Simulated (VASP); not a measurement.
# MgO (F-43m) in VASP: settings compared, part 2 of 2

VASP 6.6.1.

## (3) Dielectric tensor, PBE

This run uses another cell than the first one, of 11.88 Å³/atom, 0.993 times its volume.

Input file INCAR:

```
SYSTEM = MgO
PREC     = Accurate       ! precision mode
ENCUT    = 520            ! plane-wave cutoff, eV
EDIFF    = 1E-8           ! SCF threshold, eV
ISMEAR   = 0              ! smearing method
SIGMA    = 0.01           ! smearing width, eV
LREAL    = .False.        ! projectors in reciprocal space
LASPH    = .True.         ! aspherical terms in the spheres
NELM     = 80             ! most SCF steps
ALGO     = Normal         ! electronic algorithm
ISIF     = 2              ! what is computed and relaxed
LWAVE    = .False.        ! write WAVECAR
LCHARG   = .False.        ! write CHGCAR
GGA      = PE             ! functional
LEPSILON = .True.         ! dielectric tensor by DFPT
```

Input file KPOINTS:

```
Automatic mesh
0
Gamma
  8 8 8
  0 0 0
```

Input file POSCAR:

```
MgO
1.0
    0.0000000000      2.2820056617      2.2820056617
    2.2820056617      0.0000000000      2.2820056617
    2.2820056617      2.2820056617      0.0000000000
Mg O
1 1
Direct
    0.0000000000      0.0000000000      0.0000000000
    0.2500000000      0.2500000000      0.2500000000
```

Potentials or basis: VASP PAW PBE potentials, release 64 (Mg, O).

Started as:

```bash
$ cat potpaw_PBE.64/Mg/POTCAR potpaw_PBE.64/O/POTCAR > POTCAR
$ mpirun -np 1 vasp_std > vasp.out
```

OUTCAR:

```text
SYSTEM = MgO
   PREC = Accurate
   ENCUT = 520
   EDIFF = 1E-8
   ISMEAR = 0
   LREAL = .False.
   LASPH = .True.
   NELM = 80
   ISIF = 2
   GGA = PE
   LEPSILON = .True.

 ion  position               nearest neighbor table
   1  0.000  0.000  0.000-   2 1.98   2 1.98   2 1.98   2 1.98
   2  0.250  0.250  0.250-   1 1.98   1 1.98   1 1.98   1 1.98

  LATTYP: Found a face centered cubic cell.
 ALAT       =     4.5640113234

  Lattice vectors:

 A1 = (   0.0000000000,   2.2820056617,   2.2820056617)
 A2 = (   2.2820056617,   0.0000000000,   2.2820056617)
 A3 = (   2.2820056617,   2.2820056617,   0.0000000000)

Analysis of symmetry for initial positions (statically):
=====================================================================
 Subroutine PRICEL returns:
 Original cell was already a primitive cell.

 Routine SETGRP: Setting up the symmetry group for a
 face centered cubic supercell.

[... 484 lines left out ...]

 Free energy of the ion-electron system (eV)
  ---------------------------------------------------
  ---------------------------------------------------
  free energy    TOTEN  =        -0.14705026 eV

  energy without entropy =       -0.14705026

------------------------ aborting loop because EDIFF is reached ----------------------------------------

 PIEZOELECTRIC TENSOR FIELD DIRECTION 3  (e Angst)
 -----------------------------------------------------------------------------
    -0.00017 -0.28638  0.00000           ( -0.00000  0.02737  0.00000)
    -0.28638 -0.00017  0.00000           (  0.02737 -0.00000  0.00000)
     0.00000  0.00000  0.00009           (  0.00000  0.00000 -0.00000)

 PIEZOELECTRIC TENSOR FIELD DIRECTION 3  (C/m^2)
 -----------------------------------------------------------------------------
    -0.00011 -0.19305  0.00000
    -0.19305 -0.00011  0.00000
     0.00000  0.00000  0.00006

 MACROSCOPIC STATIC DIELECTRIC TENSOR (including local field effects in DFT)
 ------------------------------------------------------
           3.009371     0.000000    -0.000000
           0.000000     3.009371     0.000000
           0.000000    -0.000000     3.009371
 ------------------------------------------------------

 PIEZOELECTRIC TENSOR (including local field effects)  for field in x, y, z        (e  Angst)
          XX          YY          ZZ          XY          YZ          ZX
  --------------------------------------------------------------------------------
  x     0.00000    -0.00000     0.00000     0.00000    -0.28775    -0.00000
  y     0.00000     0.00000    -0.00000    -0.00000     0.00000    -0.28775
  z    -0.00000    -0.00000     0.00000    -0.28775     0.00000    -0.00000

 PIEZOELECTRIC TENSOR (including local field effects)  for field in x, y, z        (C/m^2)
          XX          YY          ZZ          XY          YZ          ZX
  --------------------------------------------------------------------------------
  x     0.00000    -0.00000     0.00000     0.00000    -0.19397    -0.00000
  y     0.00000     0.00000    -0.00000    -0.00000     0.00000    -0.19397
  z    -0.00000    -0.00000     0.00000    -0.19397     0.00000    -0.00000

 BORN EFFECTIVE CHARGES (including local field effects) (in |e|, cummulative output)
 ---------------------------------------------------------------------------------
 ion    1
    1     1.82098     0.00000     0.00000
    2     0.00000     1.82098     0.00000
    3     0.00000     0.00000     1.82098
 ion    2
    1    -1.82098     0.00000     0.00000
    2     0.00000    -1.82098     0.00000
    3    -0.00000    -0.00000    -1.82098
```

Run time: 44 s. Hardware: 1 thread of Intel Xeon Platinum 8375C at 2.90GHz (Ice Lake), shared host; peak memory 0.18 GiB.

Results:

```
Band gap on the k mesh                  : 3.64 eV, direct
Electronic dielectric tensor (diagonal) : 3.01
Born charges (mean of the diagonal)     : Mg +1.82; O -1.82 e
```

Electronic dielectric tensor:
```
3.01 0.00 0.00
0.00 3.01 0.00
0.00 0.00 3.01
```

Born effective charge tensors (e):
atom 1, Mg
```
1.82 0.00 0.00
0.00 1.82 0.00
0.00 0.00 1.82
```
atom 2, O
```
-1.82  0.00  0.00
 0.00 -1.82  0.00
 0.00  0.00 -1.82
```

## (4) Dielectric tensor, r2SCAN

This run uses another cell than the first one, of 11.88 Å³/atom, 0.993 times its volume.

Input file INCAR:

```
ALGO = Normal ; EDIFF = 1E-8
ENCUT = 520 ; ISIF = 2
ISMEAR = 0 ; LASPH = T
LCALCEPS = T ; LCHARG = F
LMIXTAU = T ; LREAL = F
LWAVE = F ; METAGGA = R2SCAN
NELM = 100 ; PREC = Accurate
SIGMA = 0.01
```

Input file KPOINTS:

```
k-points
0
Gamma
  8 8 8
```

POSCAR is that of step 3.

Potentials or basis: VASP PAW PBE potentials, release 64 (Mg, O).

Started as:

```bash
$ cat potpaw_PBE.64/Mg/POTCAR potpaw_PBE.64/O/POTCAR > POTCAR
$ mpirun -np 1 vasp_std > vasp.out
```

OUTCAR:

```text
EDIFF = 1E-8
   ENCUT = 520
   ISIF = 2
   ISMEAR = 0
   LASPH = T
   LREAL = F
   METAGGA = R2SCAN
   NELM = 100
   PREC = Accurate

 ion  position               nearest neighbor table
   1  0.000  0.000  0.000-   2 1.98   2 1.98   2 1.98   2 1.98
   2  0.250  0.250  0.250-   1 1.98   1 1.98   1 1.98   1 1.98

  LATTYP: Found a face centered cubic cell.
 ALAT       =     4.5640113234

  Lattice vectors:

 A1 = (   0.0000000000,   2.2820056617,   2.2820056617)
 A2 = (   2.2820056617,   0.0000000000,   2.2820056617)
[... 487 lines left out ...]
    2     0.00000    -1.82386     0.00000
    3     0.00000    -0.00000    -1.82386

  FORCE on cell =-STRESS in cart. coord.  units (eV):
  Direction    XX          YY          ZZ          XY          YZ          ZX
  --------------------------------------------------------------------------------------
  -------------------------------------------------------------------------------------
  Total       -0.0821536     -0.0821536     -0.0821536      0.0000000      0.0000000      0.0000000
  in kB       -5.5380536     -5.5380536     -5.5380536      0.0000000      0.0000000      0.0000000
  external PRESSURE =      -5.5380536 kB  Pullay stress =       0.0000000 kB

 VOLUME and BASIS-vectors are now :
 -----------------------------------------------------------------------------
  energy-cutoff  :      520.00
  volume of cell :       23.77
      direct lattice vectors                 reciprocal lattice vectors
     0.000000000  2.282005662  2.282005662    -0.219105504  0.219105504  0.219105504
     2.282005662  0.000000000  2.282005662     0.219105504 -0.219105504  0.219105504
     2.282005662  2.282005662  0.000000000     0.219105504  0.219105504 -0.219105504

 POSITION                                       TOTAL-FORCE (eV/Angst)
 -----------------------------------------------------------------------------------
      0.00000      0.00000      0.00000         0.000000      0.000000      0.000000
      1.14100      1.14100      1.14100        -0.000000     -0.000000     -0.000000
 -----------------------------------------------------------------------------------
    total drift:                                0.000003      0.000003      0.000003

  FREE ENERGIE OF THE ION-ELECTRON SYSTEM (eV)
  ---------------------------------------------------
  free  energy   TOTEN  =       -15.8538439176 eV

  energy  without entropy=      -15.8538439176  energy(sigma->0) =      -15.85384392
```

Run time: 8.7 min. Hardware: 1 thread of Intel Xeon Platinum 8375C at 2.90GHz (Ice Lake), shared host; peak memory 0.27 GiB.

What came out:

| Item | Value |
| --- | --- |
| Band gap on the k mesh | 4.32 eV, direct |
| Electronic dielectric tensor (diagonal) | 2.81 |
| Born charges (mean of the diagonal) | Mg +1.82; O -1.82 e |

Electronic dielectric tensor:
```
2.81 0.00 0.00
0.00 2.81 0.00
0.00 0.00 2.81
```

Born effective charge tensors (e):
atom 1, Mg
```
1.82 0.00 0.00
0.00 1.82 0.00
0.00 0.00 1.82
```
atom 2, O
```
-1.82  0.00  0.00
 0.00 -1.82  0.00
 0.00  0.00 -1.82
```

Dipole moments of the cell (e·Å, modulo the quantum): ionic 6.846, 6.846, 6.846; electronic 0.000, 0.000, 0.002

Caveat: the PAW data sets were made with another functional, which shifts forces and pressure a little. r2SCAN opens gaps a little over a GGA but as a rule still falls short of measured ones.

## (5) Summary

```csv
task,level,cell,gap on the mesh (eV)
vibrations by perturbation theory,PBEsol,"a = 3.235 Å, angles 60.0°, 2 atoms",-
dielectric tensor,PBE,"a = 3.227 Å, angles 60.0°, 2 atoms",3.64
dielectric tensor,r2SCAN,"a = 3.227 Å, angles 60.0°, 2 atoms",4.32
```

Alike in all rows: potentials or basis VASP PAW PBE potentials, release 64 (Mg, O); no spin polarisation; k mesh 8 × 8 × 8; cutoff (eV) 520; smearing gaussian 0.01 eV.

Caveats: the PAW data sets were made with another functional, which shifts forces and pressure a little (some runs).

Absolute energies hang on the potentials; compare differences alone.
